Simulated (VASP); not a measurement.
Here is a VASP 6.6.1 calculation.

INCAR

```
SYSTEM = LiF
PREC = Accurate
ENCUT = 520
EDIFF = 1E-6
ISMEAR = 0
SIGMA = 0.05
LREAL = .False.
LASPH = .True.
NELM = 60
ALGO = Normal
ISIF = 2
LWAVE = .False.
LCHARG = .False.
NBANDS = 18
```

The input KPOINTS:

```
regular mesh
0
Gamma
  9 9 6
  0 0 0
```

POSCAR

```
LiF
1.0
    3.0300909680      0.0000000000      0.0000000000
   -1.5150454840      2.6241357541      0.0000000000
    0.0000000000      0.0000000000      4.6590208518
Li F
2 2
Direct
    0.3333333333      0.6666666667      0.3652620286
    0.6666666667      0.3333333333      0.8652620286
    0.3333333333      0.6666666667      0.9910195924
    0.6666666667      0.3333333333      0.4910195924
```

Potentials or basis: VASP PAW LDA potentials, release 64 (Li_sv, F).

The run is started by

```console
$ cat potpaw_LDA.64/Li_sv/POTCAR potpaw_LDA.64/F/POTCAR > POTCAR
$ mpirun -np 1 vasp_std > vasp.out
```

Question: Predict the largest force.

Answer: 0.416 eV/Å.

Question: What does it give for the band gap on the k mesh?

Answer: 7.92 eV.

Forces in eV/Å, atoms in the order of the input:
```
Li   0.000  0.000  0.416
Li   0.000  0.000  0.416
F    0.000  0.000 -0.416
F    0.000  0.000 -0.416
```

Caveat: an odd mesh through Γ misses points on the zone boundary, where band edges can lie.
